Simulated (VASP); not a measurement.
# Si (P6/mmm) in VASP: notebook

Si is run at these levels: LDA; tasks: single point, relaxation of cell and atoms.

Program: VASP 6.6.1. These are calculated values, not measurements. Logs are shortened: lines on timing, memory, paths and dates and some standing lists are left out, and cuts for length are marked.

**1. The cell of the first run**

The structure is hexagonal, space group P6/mmm (No. 191). The conventional cell has a = 4.418 Å, b = 4.418 Å, c = 2.534 Å, α = 90.00°, β = 90.00°, γ = 120.00°. Within 3.3 Å of Si (site symmetry 6/mmm) lie 14 Si at 2.53 to 2.85 Å. Si (site symmetry -6m2) has 11 Si at 2.53 to 2.85 Å within 3.3 Å.

**2. Single point, LDA**

INCAR reads:

```
PREC = Accurate
ENCUT = 520
EDIFF = 1E-6
ISMEAR = -1
SIGMA = 0.1
LREAL = False
LASPH = True
NELM = 80
ALGO = Normal
ISIF = 2
LWAVE = False
LCHARG = True
GGA = CA
LELF = True
LVHAR = True
NBANDS = 13
```

KPOINTS reads:

```
regular mesh
0
Gamma
  11 11 16
```

POSCAR reads:

```
Si
1.0
    4.4180367493      0.0000000000      0.0000000000
   -2.2090183747      3.8261320597      0.0000000000
    0.0000000000      0.0000000000      2.5339047928
Si
3
Direct
    1.0000000000      0.0000000000      0.0000000000
    0.3333333333      0.6666666667      0.5000000000
    0.6666666667      0.3333333333      0.5000000000
```

Potentials or basis: VASP PAW LDA potentials, release 64 (Si).

Command:

```console
> cat potpaw_LDA.64/Si/POTCAR > POTCAR
> mpirun -np 1 vasp_std > vasp.out
```

OUTCAR:

```text
PREC = Accurate
   ENCUT = 520
   EDIFF = 1E-6
   ISMEAR = -1
   LREAL = False
   LASPH = True
   NELM = 80
   ISIF = 2
   GGA = CA

 ion  position               nearest neighbor table
   1  0.000  0.000  0.000-   2 2.85   3 2.85   2 2.85   3 2.85   2 2.85   2 2.85   3 2.85   3 2.85
                             3 2.85   3 2.85   2 2.85   2 2.85
   2  0.333  0.667  0.500-   3 2.55   3 2.55   3 2.55   1 2.85   1 2.85   1 2.85   1 2.85   1 2.85
                             1 2.85
   3  0.667  0.333  0.500-   2 2.55   2 2.55   2 2.55   1 2.85   1 2.85   1 2.85   1 2.85   1 2.85
                             1 2.85

  LATTYP: Found a hexagonal cell.
 ALAT       =     4.4180367493
 C/A-ratio  =     0.5735363775

  Lattice vectors:

 A1 = (   4.4180367493,   0.0000000000,   0.0000000000)
 A2 = (  -2.2090183747,   3.8261320597,   0.0000000000)
 A3 = (   0.0000000000,   0.0000000000,   2.5339047928)

Analysis of symmetry for initial positions (statically):
=====================================================================
 Subroutine PRICEL returns:
 Original cell was already a primitive cell.

 Routine SETGRP: Setting up the symmetry group for a
 hexagonal supercell.

 Subroutine GETGRP returns: Found 24 space group operations
 (whereof 24 operations were pure point group operations)
 out of a pool of 24 trial point group operations.

The static configuration has the point symmetry D_6h.

Analysis of symmetry for dynamics (positions and initial velocities):
=====================================================================
 Subroutine PRICEL returns:
 Original cell was already a primitive cell.

 Routine SETGRP: Setting up the symmetry group for a
 hexagonal supercell.

 Subroutine GETGRP returns: Found 24 space group operations
 (whereof 24 operations were pure point group operations)
 out of a pool of 24 trial point group operations.

The dynamic configuration has the point symmetry D_6h.

 Subroutine INISYM returns: Found 24 space group operations
 (whereof 24 operations are pure point group operations),
 and found     1 'primitive' translations

----------------------------------------------------------------------------------------

                                     Primitive cell

  volume of cell :      42.8331

  direct lattice vectors                    reciprocal lattice vectors
     4.418036749  0.000000000  0.000000000     0.226344880  0.130680278  0.000000000
    -2.209018375  3.826132060  0.000000000     0.000000000  0.261360555  0.000000000
     0.000000000  0.000000000  2.533904793     0.000000000  0.000000000  0.394647819

  length of vectors
[... 93 lines left out ...]
   TEBEG  =    0.0;   TEEND  =   0.0 temperature during run
   PSTRESS=    0.0 pullay stress
   NELECT =      12.0000    total number of electrons
   NUPDOWN=      -1.0000    fix difference up-down
   EMIN   =  10.00;   EMAX   =-10.00  energy-range for DOS
   EFERMI =   0.00;   METHOD = LEGACY
   ISMEAR =    -1;   SIGMA  =   0.10  broadening in eV -4-tet -1-fermi 0-gaus
   EFERMI_NEDOS =   21; number of points for ismear=-14 and -15
   IALGO  =     38    algorithm
   IMIX   =      4    mixing-type and parameters
     AMIX     =   0.40;   BMIX     =  1.00
     AMIX_MAG =   1.60;   BMIX_MAG =  1.00
  volume/ion in A,a.u.               =      14.28        96.35
  Fermi-wavevector in a.u.,A,eV,Ry     =   1.071212  2.024297 15.612616  1.147495
  Thomas-Fermi vector in A             =   2.206945
   LORBIT       =      0    0 simple, 1 ext, 2 COOP (PROOUT), +10 PAW based schemes
   GGA     = CA    functional components
   LHFCALC =     F    Hartree Fock is set to
   AEXX    =    0.0000 exact exchange contribution
   IVDW    =     0    specifies the selected vdW correction
   LEPSILON=     F    determine dielectric tensor
   LRPA    =     F    only Hartree local field effects (RPA)
 non-spin polarized calculation
  energy-cutoff  :      520.00
  volume of cell :       42.83
 maximum number of plane-waves:      1181
 NGX is ok and might be reduce to    36
   NGX = 17   NGY = 17   NGZ =  9

 number of electron      12.0000000 magnetization

 Free energy of the ion-electron system (eV)
  ---------------------------------------------------
  ext. energy  EPLUGINS =         0.00000000
  ---------------------------------------------------
  free energy    TOTEN  =       -16.64983636 eV

  energy without entropy =      -16.60575791  energy(sigma->0) =      -16.62779714

 E-fermi :  10.2047     XC(G=0): -11.3079

 val. band max:       10.1923218397   @ k =   0.0909   0.0909   0.4375
 cond. band min:      10.2096897288   @ k =   0.2727   0.2727   0.3125
 fundamental gap:      0.0173678891
 Fermi energy:        10.2046816172

 k-point     1 :       0.0000    0.0000    0.0000
  band No.  band energies     occupation
      1      -4.2205      2.00000
      2       4.7875      2.00000
      3       4.9769      2.00000
      4       5.7009      2.00000
      5       5.7009      2.00000
      6       5.7727      2.00000
      7       5.7727      2.00000
      8      16.4748      0.00000
      9      17.8535      0.00000
     10      20.9816      0.00000
     11      20.9816      0.00000
     12      22.4269      0.00000
     13      22.8428      0.00000
[... 354 lines left out ...]
  band No.  band energies     occupation
      1      -3.5615      2.00000
      2       1.7314      2.00000
      3       2.5875      2.00000
      4       5.2436      2.00000
      5       6.9184      2.00000
      6       9.4836      1.99852
      7      10.2923      0.58808
      8      15.0603      0.00000
      9      16.5945      0.00000
     10      18.5604      0.00000
     11      19.5892      0.00000
     12      20.3535      0.00000
     13      20.7248      0.00000

 [... further k-points ...]
[... 5 lines left out ...]
  --------------------------------------------------------------------------------------
  -------------------------------------------------------------------------------------
  Total        0.0585598      0.0585598     -0.0762542     -0.0000000      0.0000000      0.0000000
  in kB        2.1904361      2.1904361     -2.8522967     -0.0000000      0.0000000      0.0000000
  external PRESSURE =       0.5095251 kB  Pullay stress =       0.0000000 kB

 VOLUME and BASIS-vectors are now :
 -----------------------------------------------------------------------------
  energy-cutoff  :      520.00
  volume of cell :       42.83
      direct lattice vectors                 reciprocal lattice vectors
     4.418036749  0.000000000  0.000000000     0.226344880  0.130680278  0.000000000
    -2.209018375  3.826132060  0.000000000     0.000000000  0.261360555  0.000000000
     0.000000000  0.000000000  2.533904793     0.000000000  0.000000000  0.394647819

 POSITION                                       TOTAL-FORCE (eV/Angst)
 -----------------------------------------------------------------------------------
      0.00000      0.00000      0.00000         0.000000      0.000000      0.000000
     -0.00000      2.55075      1.26695        -0.000000      0.000000     -0.000000
      2.20902      1.27538      1.26695         0.000000      0.000000      0.000000
 -----------------------------------------------------------------------------------
    total drift:                               -0.000000     -0.000000     -0.000000

  FREE ENERGIE OF THE ION-ELECTRON SYSTEM (eV)
  ---------------------------------------------------
  free  energy   TOTEN  =       -16.6498363640 eV

  energy  without entropy=      -16.6057579097  energy(sigma->0) =      -16.62779714
```

OSZICAR:

```text
N       E                     dE             d eps       ncg     rms          rms(c)
DAV:   1     0.105167936306E+02    0.10517E+02   -0.48852E+03  3744   0.755E+02
DAV:   2    -0.157947441104E+02   -0.26312E+02   -0.24406E+02  4798   0.109E+02
DAV:   3    -0.167280210758E+02   -0.93328E+00   -0.92202E+00  4960   0.169E+01
DAV:   4    -0.167338572144E+02   -0.58361E-02   -0.58339E-02  4393   0.170E+00
DAV:   5    -0.167338940290E+02   -0.36815E-04   -0.36813E-04  4957   0.119E-01    0.505E+00
DAV:   6    -0.166739550604E+02    0.59939E-01   -0.52350E-02  4544   0.103E+00    0.286E+00
DAV:   7    -0.166506840219E+02    0.23271E-01   -0.28518E-02  4543   0.812E-01    0.263E-01
DAV:   8    -0.166499135380E+02    0.77048E-03   -0.16402E-03  4680   0.224E-01    0.133E-01
DAV:   9    -0.166498389991E+02    0.74539E-04   -0.20047E-04  4449   0.790E-02    0.701E-02
DAV:  10    -0.166498368567E+02    0.21424E-05   -0.30296E-06  4800   0.117E-02    0.417E-02
DAV:  11    -0.166498363640E+02    0.49272E-06   -0.80134E-07  2812   0.473E-03
   1 F= -.16649836E+02 E0= -.16627797E+02  d E =-.440785E-01
```

It took 2.1 min on 1 thread of AMD EPYC 7R13, shared host; peak memory 0.15 GiB.

Results:

* Free energy: -16.6498 eV
* Pressure: 0.1 GPa
* Band gap on the k mesh: zero (band 6 reaches 12.86 eV, above the bottom of band 7 at 5.77 eV)

**3. Single point, LDA (volume scaled by 1.04)**

INCAR reads:

```
ALGO = Normal ; EDIFF = 1E-7
ENCUT = 520 ; GGA = CA
ISIF = 2 ; ISMEAR = -1
LASPH = True ; LCHARG = False
LREAL = False ; LWAVE = False
NBANDS = 13 ; NELM = 60
PREC = Accurate ; SIGMA = 0.1
```

KPOINTS reads:

```
k-points
0
Gamma
  11 11 16
```

POSCAR reads:

```
Si
1.0
    4.4761754790      0.0000000000      0.0000000000
   -2.2380877395      3.8764816766      0.0000000000
    0.0000000000      0.0000000000      2.5672494692
Si
3
Direct
    1.0000000000      0.0000000000      0.0000000000
    0.3333333333      0.6666666667      0.5000000000
    0.6666666667      0.3333333333      0.5000000000
```

Potentials or basis: VASP PAW LDA potentials, release 64 (Si).

Command:

```console
> cat potpaw_LDA.64/Si/POTCAR > POTCAR
> mpirun -np 1 vasp_std > vasp.out
```

OUTCAR:

```text
EDIFF = 1E-7
   ENCUT = 520
   GGA = CA
   ISIF = 2
   ISMEAR = -1
   LASPH = True
   LREAL = False
   NELM = 60
   PREC = Accurate

 ion  position               nearest neighbor table
   1  0.000  0.000  0.000-   2 2.89   3 2.89   2 2.89   3 2.89   2 2.89   2 2.89   3 2.89   3 2.89
                             3 2.89   3 2.89   2 2.89   2 2.89
   2  0.333  0.667  0.500-   3 2.58   3 2.58   3 2.58   1 2.89   1 2.89   1 2.89   1 2.89   1 2.89
                             1 2.89
   3  0.667  0.333  0.500-   2 2.58   2 2.58   2 2.58   1 2.89   1 2.89   1 2.89   1 2.89   1 2.89
                             1 2.89

  LATTYP: Found a hexagonal cell.
 ALAT       =     4.4761754790
 C/A-ratio  =     0.5735363775

  Lattice vectors:

 A1 = (   4.4761754790,   0.0000000000,   0.0000000000)
 A2 = (  -2.2380877395,   3.8764816766,   0.0000000000)
 A3 = (   0.0000000000,   0.0000000000,   2.5672494692)

Analysis of symmetry for initial positions (statically):
=====================================================================
 Subroutine PRICEL returns:
 Original cell was already a primitive cell.

 Routine SETGRP: Setting up the symmetry group for a
 hexagonal supercell.

 Subroutine GETGRP returns: Found 24 space group operations
[... 177 lines left out ...]
      2       4.2406      2.00000
      3       4.4312      2.00000
      4       5.3682      2.00000
      5       5.3682      2.00000
      6       5.4447      2.00000
      7       5.4447      2.00000
      8      15.7401      0.00000
      9      17.2373      0.00000
     10      19.9996      0.00000
     11      19.9996      0.00000
     12      21.7225      0.00000
     13      21.7778      0.00000
[... 354 lines left out ...]
  band No.  band energies     occupation
      1      -3.7412      2.00000
      2       1.4040      2.00000
      3       2.2279      2.00000
      4       4.8600      2.00000
      5       6.4740      2.00000
      6       9.0029      1.99784
      7       9.7823      0.55226
      8      14.4160      0.00000
      9      15.8721      0.00000
     10      17.7786      0.00000
     11      18.8157      0.00000
     12      19.5987      0.00000
     13      19.8314      0.00000

 [... further k-points ...]
[... 5 lines left out ...]
  --------------------------------------------------------------------------------------
  -------------------------------------------------------------------------------------
  Total       -0.9161151     -0.9161151     -1.1911050     -0.0000000      0.0000000     -0.0000000
  in kB      -32.9494157    -32.9494157    -42.8398274     -0.0000000      0.0000000     -0.0000000
  external PRESSURE =     -36.2462196 kB  Pullay stress =       0.0000000 kB

 VOLUME and BASIS-vectors are now :
 -----------------------------------------------------------------------------
  energy-cutoff  :      520.00
  volume of cell :       44.55
      direct lattice vectors                 reciprocal lattice vectors
     4.476175479  0.000000000  0.000000000     0.223405004  0.128982939  0.000000000
    -2.238087740  3.876481677  0.000000000     0.000000000  0.257965878  0.000000000
     0.000000000  0.000000000  2.567249469     0.000000000  0.000000000  0.389521942

 POSITION                                       TOTAL-FORCE (eV/Angst)
 -----------------------------------------------------------------------------------
      0.00000      0.00000      0.00000        -0.000000      0.000000     -0.000000
     -0.00000      2.58432      1.28362        -0.000000      0.000000      0.000000
      2.23809      1.29216      1.28362         0.000000     -0.000000     -0.000000
 -----------------------------------------------------------------------------------
    total drift:                               -0.000000     -0.000000     -0.000000

  FREE ENERGIE OF THE ION-ELECTRON SYSTEM (eV)
  ---------------------------------------------------
  free  energy   TOTEN  =       -16.6302331897 eV

  energy  without entropy=      -16.5866682470  energy(sigma->0) =      -16.60845072
```

OSZICAR:

```text
N       E                     dE             d eps       ncg     rms          rms(c)
DAV:   1     0.106578161837E+02    0.10658E+02   -0.49116E+03  3744   0.759E+02
DAV:   2    -0.157475809953E+02   -0.26405E+02   -0.24547E+02  4859   0.108E+02
DAV:   3    -0.167040590884E+02   -0.95648E+00   -0.94432E+00  4936   0.168E+01
DAV:   4    -0.167103415447E+02   -0.62825E-02   -0.62782E-02  4457   0.175E+00
DAV:   5    -0.167103829565E+02   -0.41412E-04   -0.41412E-04  4901   0.127E-01    0.470E+00
DAV:   6    -0.166530253029E+02    0.57358E-01   -0.51789E-02  4402   0.102E+00    0.266E+00
DAV:   7    -0.166310375578E+02    0.21988E-01   -0.27950E-02  4488   0.799E-01    0.260E-01
DAV:   8    -0.166303023437E+02    0.73521E-03   -0.15246E-03  4695   0.215E-01    0.128E-01
DAV:   9    -0.166302358321E+02    0.66512E-04   -0.19061E-04  4394   0.765E-02    0.648E-02
DAV:  10    -0.166302337671E+02    0.20649E-05   -0.29362E-06  4805   0.115E-02    0.398E-02
DAV:  11    -0.166302332491E+02    0.51805E-06   -0.91525E-07  4517   0.490E-03    0.790E-03
DAV:  12    -0.166302331897E+02    0.59354E-07   -0.62146E-08  2717   0.140E-03
   1 F= -.16630233E+02 E0= -.16608451E+02  d E =-.435649E-01
```

It took 2.3 min on 1 thread of AMD EPYC 7R13, shared host; peak memory 0.15 GiB.

Results:

- Free energy: -16.6302 eV
- Pressure: -3.6 GPa
- Band gap on the k mesh: zero (band 6 reaches 12.27 eV, above the bottom of band 7 at 5.44 eV)

Stress tensor (GPa, compression positive):
```
-3.29  0.00  0.00
 0.00 -3.29  0.00
 0.00  0.00 -4.28
```

Levels at points of the mesh, in eV from the Fermi level:
| k point | band 2 | band 3 | band 4 | band 5 | band 6 | band 7 | band 8 | band 9 | band 10 | band 11 |
| --- | --- | --- | --- | --- | --- | --- | --- | --- | --- | --- |
| (0.00, 0.00, 0.00) | -5.45 | -5.25 | -4.32 | -4.32 | -4.24 | -4.24 | 6.05 | 7.55 | 10.31 | 10.31 |
| (0.00, 0.00, 0.50) | -8.20 | -0.85 | -0.73 | -0.57 | -0.57 | 0.09 | 0.85 | 0.89 | 0.89 | 1.04 |

[end of part 1 of 2]
